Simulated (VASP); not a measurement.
# BaTiO3 (Cmmm) in VASP: a series of runs

BaTiO3 is run at these levels: r2SCAN; tasks: single point.

All numbers are computed with VASP 6.6.1; they aren't measurements. Logs are shortened: lines on timing, memory, paths and dates and some standing lists are left out, and cuts for length are marked.

### 1 The cell of the first run

It takes space group Cmmm (No. 65, orthorhombic). The conventional cell has a = 5.620 Å, b = 5.677 Å, c = 3.994 Å, α = 90.00°, β = 90.00°, γ = 90.00°. Ba (site symmetry mmm) has 12 O at 2.81 to 2.84 Å and 8 Ti at 3.45 to 3.47 Å within 3.7 Å. Within 2.6 Å of Ti (site symmetry mmm) lie 6 O at 2.00 Å. O (site symmetry mmm) has 2 Ti at 2.00 Å within 2.6 Å. Within 2.6 Å of O (site symmetry 2/m) lie 2 Ti at 2.00 Å.

### 2 Single point, r2SCAN (strain +0.0100 x Voigt [0, 0, 0, 1, 0, 0])

POSCAR

```
BaTiO3
1.0
    3.9940382582      0.0000000000      0.0000000000
    0.0000000000      3.9940382582      0.0199701913
    0.0000000000      0.0199701913      3.9940382582
Ba Ti O
1 1 3
Direct
    0.5000000000      0.5000000000      0.5000000000
    0.0000000000      0.0000000000      0.0000000000
    0.5000000000      0.0000000000      0.0000000000
    0.0000000000      0.5000000000      0.0000000000
    0.0000000000      0.0000000000      0.5000000000
```

INCAR.step1

```
PREC     = Accurate       # precision mode
ENCUT    = 520            # plane-wave cutoff, eV
ISMEAR   = 0              # smearing method
SIGMA    = 0.05           # smearing width, eV
LREAL    = False          # projectors in reciprocal space
LASPH    = True           # aspherical terms in the spheres
NELM     = 80             # most SCF steps
NBANDS   = 28             # bands
GGA      = PE             # functional
ALGO     = Normal         # electronic algorithm
EDIFF    = 1E-4           # SCF threshold, eV
LWAVE    = True           # write WAVECAR
LCHARG   = False          # write CHGCAR
```

INCAR.step2

```
PREC     = Accurate       # precision mode
ENCUT    = 520            # plane-wave cutoff, eV
EDIFF    = 1E-7           # SCF threshold, eV
ISMEAR   = 0              # smearing method
SIGMA    = 0.05           # smearing width, eV
LREAL    = False          # projectors in reciprocal space
LASPH    = True           # aspherical terms in the spheres
NELM     = 80             # most SCF steps
ALGO     = Normal         # electronic algorithm
ISIF     = 2              # what is computed and relaxed
LWAVE    = False          # write WAVECAR
LCHARG   = True           # write CHGCAR
METAGGA  = R2SCAN         # meta-GGA
LMIXTAU  = True         
LELF     = True           # ELF
LVHAR    = True         
NBANDS   = 28             # bands
ISTART   = 1
```

KPOINTS

```
regular mesh
0
Gamma
  8 8 8
```

Potentials or basis: VASP PAW PBE potentials, release 64 (Ba_sv, Ti_sv, O).

Run with:

```console
$ cat potpaw_PBE.64/Ba_sv/POTCAR potpaw_PBE.64/Ti_sv/POTCAR potpaw_PBE.64/O/POTCAR > POTCAR
$ cp INCAR.step1 INCAR
$ mpirun -np 1 vasp_std > vasp.out
$ cp INCAR.step2 INCAR
$ mpirun -np 1 vasp_std > vasp.out
```

OUTCAR:

```text
PREC = Accurate
   ENCUT = 520
   EDIFF = 1E-7
   ISMEAR = 0
   LREAL = False
   LASPH = True
   NELM = 80
   ISIF = 2
   METAGGA = R2SCAN
   ISTART = 1

 ion  position               nearest neighbor table
   1  0.500  0.500  0.500-   3 2.81   3 2.81   4 2.82   4 2.82   5 2.82   5 2.82   4 2.82   5 2.82
                             4 2.82   5 2.82   3 2.84   3 2.84   2 3.45   2 3.45   2 3.45   2 3.45
   2  0.000  0.000  0.000-   3 2.00   3 2.00   5 2.00   5 2.00   4 2.00   4 2.00   1 3.45   1 3.45
                             1 3.45   1 3.45   1 3.47   1 3.47   1 3.47   1 3.47
   3  0.500  0.000  0.000-   2 2.00   2 2.00   1 2.81   1 2.81   1 2.84   1 2.84
   4  0.000  0.500  0.000-   2 2.00   2 2.00   1 2.82   1 2.82   1 2.82   1 2.82
   5  0.000  0.000  0.500-   2 2.00   2 2.00   1 2.82   1 2.82   1 2.82   1 2.82

  LATTYP: Found a base centered orthorhombic cell.
 ALAT       =     5.6201809580
 B/A-ratio  =     1.0100502513
 C/A-ratio  =     0.7106600816

  Lattice vectors:

 A1 = (   0.0000000000,  -0.0199701913,  -3.9940382582)
 A2 = (   0.0000000000,   3.9940382582,   0.0199701913)
 A3 = (   3.9940382582,   0.0000000000,   0.0000000000)

Analysis of symmetry for initial positions (statically):
=====================================================================
 Subroutine PRICEL returns:
 Original cell was already a primitive cell.

 Routine SETGRP: Setting up the symmetry group for a
 base centered orthorhombic supercell.

 Subroutine GETGRP returns: Found  8 space group operations
 (whereof  8 operations were pure point group operations)
 out of a pool of  8 trial point group operations.

The static configuration has the point symmetry D_2h.

Analysis of symmetry for dynamics (positions and initial velocities):
=====================================================================
 Subroutine PRICEL returns:
 Original cell was already a primitive cell.

 Routine SETGRP: Setting up the symmetry group for a
 base centered orthorhombic supercell.

 Subroutine GETGRP returns: Found  8 space group operations
 (whereof  8 operations were pure point group operations)
 out of a pool of  8 trial point group operations.

The dynamic configuration has the point symmetry D_2h.

 Subroutine INISYM returns: Found  8 space group operations
 (whereof  8 operations are pure point group operations),
 and found     1 'primitive' translations

----------------------------------------------------------------------------------------

                                     Primitive cell

  volume of cell :      63.7127

  direct lattice vectors                    reciprocal lattice vectors
     3.994038258  0.000000000  0.000000000     0.250373165  0.000000000  0.000000000
     0.000000000  3.994038258  0.019970191     0.000000000  0.250379425 -0.001251897
     0.000000000  0.019970191  3.994038258     0.000000000 -0.001251897  0.250379425

  length of vectors
     3.994038258  3.994088183  3.994088183     0.250373165  0.250382554  0.250382554

  position of ions in fractional coordinates (direct lattice)
     0.500000000  0.500000000  0.500000000
     0.000000000  0.000000000  0.000000000
     0.500000000  0.000000000  0.000000000
     0.000000000  0.500000000  1.000000000
     0.000000000  1.000000000  0.500000000

  ion indices of the primitive-cell ions
   primitive index   ion index
                 1           1
                 2           2
                 3           3
                 4           4
                 5           5

----------------------------------------------------------------------------------------

 KPOINTS: regular mesh

Automatic generation of k-mesh.
 Grid dimensions read from file:
 generate k-points for:    8    8    8

 Generating k-lattice:

  Cartesian coordinates                     Fractional coordinates (reciprocal lattice)
     0.031296646  0.000000000  0.000000000     0.125000000  0.000000000  0.000000000
     0.000000000  0.031297428 -0.000156487     0.000000000  0.125000000 -0.000000000
     0.000000000 -0.000156487  0.031297428     0.000000000 -0.000000000  0.125000000

  Length of vectors
     0.031296646  0.031297819  0.031297819

  Shift w.r.t. Gamma in fractional coordinates (k-lattice)
     0.000000000  0.000000000  0.000000000

 Subroutine IBZKPT returns following result:
 ===========================================

 Found    105 irreducible k-points:

 Following reciprocal coordinates:
            Coordinates               Weight
  0.000000  0.000000  0.000000      1.000000
  0.125000  0.000000  0.000000      2.000000
  0.250000  0.000000  0.000000      2.000000
  0.375000  0.000000  0.000000      2.000000
  0.500000  0.000000  0.000000      1.000000
  0.000000  0.125000  0.000000      4.000000
[... 16 lines left out ...]
  0.250000  0.500000  0.000000      4.000000
  0.375000  0.500000  0.000000      4.000000
 [... further k-points ...]
   k-points           NKPTS =    105   k-points in BZ     NKDIM =    105   number of bands    NBANDS=     28
   number of dos      NEDOS =    301   number of ions     NIONS =      5
   total plane-waves  NPLWV =  27000
   dimension x,y,z NGX =    30 NGY =   30 NGZ =   30
   dimension x,y,z NGXF=    60 NGYF=   60 NGZF=   60
   ions per type =               1   1   3
   NGX,Y,Z   is equivalent  to a cutoff of  12.49, 12.49, 12.49 a.u.
   NGXF,Y,Z  is equivalent  to a cutoff of  24.97, 24.97, 24.97 a.u.
 SYSTEM =  unknown system
   PREC   = accura    normal or accurate (medium, high low for compatibility)
   ISTART =      1    job   : 0-new  1-cont  2-samecut
   ICHARG =      0    charge: 1-file 2-atom 10-const
   ISPIN  =      1    spin polarized calculation?
   LNONCOLLINEAR =      F non collinear calculations
   LSORBIT =      F    spin-orbit coupling
   LASPH  =      T    aspherical Exc in radial PAW
   ENCUT  =  520.0 eV  38.22 Ry    6.18 a.u.   7.43  7.43  7.43*2*pi/ulx,y,z
   NELM   =     80;   NELMIN=  2; NELMDL=  0     # of ELM steps
   EDIFF  = 0.1E-06   stopping-criterion for ELM
   LREAL  =      F    real-space projection
   EDIFFG = 0.1E-05   stopping-criterion for IOM
   NSW    =      0    number of steps for IOM
   IBRION =     -1    ionic relax: 0-MD 1-quasi-New 2-CG
   NFREE  =      0    steps in history (QN), initial steepest desc. (CG)
   ISIF   =      2    stress and relaxation
   ISYM   =      2    0-nonsym 1-usesym 2-fastsym
   POTIM  = 0.5000    time-step for ionic-motion
   TEBEG  =    0.0;   TEEND  =   0.0 temperature during run
   PSTRESS=    0.0 pullay stress
   NELECT =      40.0000    total number of electrons
   NUPDOWN=      -1.0000    fix difference up-down
   EMIN   =  10.00;   EMAX   =-10.00  energy-range for DOS
   EFERMI =   0.00;   METHOD = LEGACY
   ISMEAR =     0;   SIGMA  =   0.05  broadening in eV -4-tet -1-fermi 0-gaus
   EFERMI_NEDOS =   21; number of points for ismear=-14 and -15
   IALGO  =     38    algorithm
   IMIX   =      4    mixing-type and parameters
     AMIX     =   0.40;   BMIX     =  1.00
     AMIX_MAG =   1.60;   BMIX_MAG =  1.00
  volume/ion in A,a.u.               =      12.74        85.99
  Fermi-wavevector in a.u.,A,eV,Ry     =   1.401801  2.649019 26.736057  1.965045
  Thomas-Fermi vector in A             =   2.524626
   LORBIT       =      0    0 simple, 1 ext, 2 COOP (PROOUT), +10 PAW based schemes
   METAGGA = R2SCAN    functional components
   LHFCALC =     F    Hartree Fock is set to
   AEXX    =    0.0000 exact exchange contribution
   IVDW    =     0    specifies the selected vdW correction
   LEPSILON=     F    determine dielectric tensor
   LRPA    =     F    only Hartree local field effects (RPA)
 non-spin polarized calculation
 Gauss-broadening in eV      SIGMA  =   0.05
  energy-cutoff  :      520.00
  volume of cell :       63.71
 maximum number of plane-waves:      1743
 NGX is ok and might be reduce to    30
   NGX = 15   NGY = 15   NGZ = 15

 number of electron      39.9999976 magnetization

 Free energy of the ion-electron system (eV)
  ---------------------------------------------------
  ext. energy  EPLUGINS =         0.00000000
  ---------------------------------------------------
  free energy    TOTEN  =       -74.22775907 eV

  energy without entropy =      -74.22775907  energy(sigma->0) =      -74.22775907

 E-fermi :   3.9696     XC(G=0): -11.9556

 val. band max:        3.5891590336   @ k =   0.5000   0.5000   0.5000
 cond. band min:       5.7128699937   @ k =   0.0000   0.0000   0.0000
 fundamental gap:      2.1237109600
 Fermi energy:         3.9696447124

 k-point     1 :       0.0000    0.0000    0.0000
  band No.  band energies     occupation
      1     -55.2708      2.00000
      2     -30.4373      2.00000
      3     -30.4328      2.00000
      4     -30.4280      2.00000
      5     -21.8751      2.00000
      6     -14.2934      2.00000
[... 20 lines left out ...]
     27       9.1916      0.00000
     28      11.9632      0.00000

 k-point     2 :       0.1250    0.0000    0.0000
  band No.  band energies     occupation
      1     -55.2706      2.00000
      2     -30.4416      2.00000
      3     -30.4370      2.00000
      4     -30.4278      2.00000
      5     -21.8559      2.00000
      6     -14.3021      2.00000
[... 20 lines left out ...]
     27       9.5103      0.00000
     28      12.3380      0.00000

 k-point     3 :       0.2500    0.0000    0.0000
  band No.  band energies     occupation
      1     -55.2702      2.00000
      2     -30.4628      2.00000
      3     -30.4363      2.00000
      4     -30.4270      2.00000
      5     -21.8089      2.00000
      6     -14.3722      2.00000
[... 20 lines left out ...]
     27      10.3558      0.00000
     28      12.6556      0.00000

 k-point     4 :       0.3750    0.0000    0.0000
  band No.  band energies     occupation
      1     -55.2698      2.00000
      2     -30.4838      2.00000
      3     -30.4355      2.00000
      4     -30.4263      2.00000
      5     -21.7609      2.00000
      6     -14.4830      2.00000
[... 578 lines left out ...]
     27      12.1704      0.00000
     28      12.7426      0.00000

 k-point    23 :       0.2500    0.5000    0.0000
  band No.  band energies     occupation
      1     -55.2691      2.00000
      2     -30.4910      2.00000
      3     -30.4600      2.00000
      4     -30.4293      2.00000
      5     -21.6990      2.00000
      6     -14.2781      2.00000
[... 20 lines left out ...]
     27      12.9229      0.00000
     28      13.0338      0.00000

 k-point    24 :       0.3750    0.5000    0.0000
  band No.  band energies     occupation
      1     -55.2686      2.00000
      2     -30.4898      2.00000
      3     -30.4806      2.00000
      4     -30.4286      2.00000
      5     -21.6690      2.00000
      6     -14.0758      2.00000
[... 20 lines left out ...]
     27      12.3447      0.00000
     28      13.9633      0.00000

 [... further k-points ...]

------------------------ aborting loop because EDIFF is reached ----------------------------------------

  FORCE on cell =-STRESS in cart. coord.  units (eV):
  Direction    XX          YY          ZZ          XY          YZ          ZX
  --------------------------------------------------------------------------------------
  -------------------------------------------------------------------------------------
  Total        0.8029560      0.8063133      0.8063133      0.0000000     -0.5436188      0.0000000
  in kB       20.1918687     20.2762943     20.2762943      0.0000000    -13.6703366      0.0000000
  external PRESSURE =      20.2481524 kB  Pullay stress =       0.0000000 kB

 VOLUME and BASIS-vectors are now :
 -----------------------------------------------------------------------------
  energy-cutoff  :      520.00
  volume of cell :       63.71
      direct lattice vectors                 reciprocal lattice vectors
     3.994038258  0.000000000  0.000000000     0.250373165  0.000000000  0.000000000
     0.000000000  3.994038258  0.019970191     0.000000000  0.250379425 -0.001251897
     0.000000000  0.019970191  3.994038258     0.000000000 -0.001251897  0.250379425

 POSITION                                       TOTAL-FORCE (eV/Angst)
 -----------------------------------------------------------------------------------
      1.99702      2.00700      2.00700         0.000000      0.000000      0.000000
      0.00000      0.00000      0.00000         0.000000     -0.000000      0.000000
      1.99702      0.00000      0.00000         0.000000      0.000000      0.000000
      0.00000      1.99702      0.00999         0.000000     -0.000000      0.000000
      0.00000      0.00999      1.99702         0.000000     -0.000000      0.000000
 -----------------------------------------------------------------------------------
    total drift:                                0.000000     -0.000000      0.000000

  FREE ENERGIE OF THE ION-ELECTRON SYSTEM (eV)
  ---------------------------------------------------
  free  energy   TOTEN  =       -74.2277590676 eV

  energy  without entropy=      -74.2277590676  energy(sigma->0) =      -74.22775907
```

It took 6 min on 1 thread of Intel Xeon 6975P-C (Granite Rapids), shared host; peak memory 0.31 GiB.

Results:

- Free energy: -74.2278 eV
- Pressure: 2.0 GPa
- Band gap on the k mesh: 2.12 eV (least direct gap 2.25 eV)

Caveat: the cell differs from its parent crystal (strain +0.0100 x Voigt [0, 0, 0, 1, 0, 0]); the PAW data sets were made with another functional, which shifts forces and pressure a little; spin-orbit coupling is left out, which moves the levels of the heavy elements.

### 3 Single point, r2SCAN (strain +0.0250 x Voigt [0, 0, 0, 1, 0, 0])

POSCAR, as its differences from that of step 2:

```diff
@@ -3,4 +3,4 @@
     3.9940382582      0.0000000000      0.0000000000
-    0.0000000000      3.9940382582      0.0199701913
-    0.0000000000      0.0199701913      3.9940382582
+    0.0000000000      3.9940382582      0.0499254782
+    0.0000000000      0.0499254782      3.9940382582
 Ba Ti O
```

INCAR.step1

```
PREC = Accurate
ENCUT = 520
ISMEAR = 0
SIGMA = 0.05
LREAL = F
LASPH = T
NELM = 80
NBANDS = 28
GGA = PE
ALGO = Normal
EDIFF = 1E-4
LWAVE = T
LCHARG = F
```

INCAR.step2

```
PREC = Accurate
ENCUT = 520
EDIFF = 1E-6
ISMEAR = 0
SIGMA = 0.05
LREAL = F
LASPH = T
NELM = 80
ALGO = Normal
ISIF = 2
LWAVE = F
LCHARG = F
METAGGA = R2SCAN
LMIXTAU = T
NBANDS = 28
ISTART = 1
```

KPOINTS

```
Automatic mesh
0
Gamma
  8 8 8
```

Potentials or basis: VASP PAW PBE potentials, release 64 (Ba_sv, Ti_sv, O).

Run with:

```console
$ cat potpaw_PBE.64/Ba_sv/POTCAR potpaw_PBE.64/Ti_sv/POTCAR potpaw_PBE.64/O/POTCAR > POTCAR
$ cp INCAR.step1 INCAR
$ mpirun -np 1 vasp_std > vasp.out
$ cp INCAR.step2 INCAR
$ mpirun -np 1 vasp_std > vasp.out
```

Run time: 5.3 min. Hardware: 1 thread of Intel Xeon 6975P-C (Granite Rapids), shared host; peak memory 0.3 GiB.

The run converged. Its results:

| Item | Value |
| --- | --- |
| Free energy | -74.2134 eV |
| Pressure | 2.1 GPa |
| Band gap on the k mesh | 2.08 eV (least direct gap 2.17 eV) |

Stress tensor (GPa, compression positive):
```
 2.02  0.00  0.00
 0.00  2.07 -3.42
 0.00 -3.42  2.07
```

Levels at points of the mesh, in eV from the valence-band top:
```
           k point  band 16  band 17  band 18  band 19  band 20  band 21  band 22  band 23  band 24  band 25
(0.00, 0.00, 0.00)    -1.15    -1.11    -0.24    -0.17    -0.09     2.08     2.12     2.17     4.19     4.19
(0.50, 0.00, 0.00)    -1.96    -1.91    -1.79    -0.88    -0.64     2.28     3.84     3.88     4.20     6.35
(0.00, 0.50, 0.00)    -1.97    -1.85    -1.85    -0.77    -0.77     2.28     3.86     3.86     4.20     6.35
(0.50, 0.50, 0.00)    -2.72    -1.80    -0.90    -0.90    -0.11     3.87     3.87     4.32     5.12     8.15
(0.00, 0.50, 0.50)    -2.69    -1.80    -0.95    -0.85    -0.10     3.84     3.90     4.32     5.12     8.14
(0.50, 0.50, 0.50)    -2.44    -2.36    -0.04    -0.01     0.00     4.54     4.56     4.59     7.33     7.43
```

Caveat: the cell differs from its parent crystal (strain +0.0250 x Voigt [0, 0, 0, 1, 0, 0]); the PAW data sets were made with another functional, which shifts forces and pressure a little; spin-orbit coupling is left out, which moves the levels of the heavy elements. A k mesh can miss the band edges.
